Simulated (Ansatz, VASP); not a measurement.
## GaN: VASP beside Ansatz

```
Ga N
1.0
     0.10558    2.25350    2.25350
     2.25350    0.10558    2.25350
     2.35908    2.35908    0.00000
Ga N
1 1
Direct
  0.00000 0.00000 0.00000
  0.75000 0.75000 0.75000
```

Change from the starting cell: strain +0.0937 x Voigt [0, 0, 0, 0, 0, 1], atoms carried along.

Alike in both runs: task single point; functional PBE; k mesh 10 × 10 × 10; occupations gaussian, width 0.05 eV; no spin polarisation.

|  | VASP | Ansatz |
| --- | --- | --- |
| version | VASP 6.6.1 | Ansatz 0.2.0 |
| potentials or method | VASP PAW PBE potentials, release 64 (Ga_d, N), cutoff 520 eV | scalar-relativistic, plane waves, PAW |
| valence electrons in the cell | 18 | 18 |

```tsv
	VASP	Ansatz	Ansatz less VASP
gap on the k mesh at the Fermi level (eV)	1.38	1.37	-0.005
least direct gap on the mesh (eV)	1.38	1.37	-0.005
pressure (GPa)	7.3	7.3	-0.03
traceless stress, the component that is largest in VASP (GPa)	-18.15	-18.21	-0.063
rms of the force components (eV/Å)	0.474	0.485	+0.0112
```

Atom by atom the forces differ by 0.011 eV/Å (rms over components). The functional is the same, so the differences come from potentials, cutoffs and numerics.
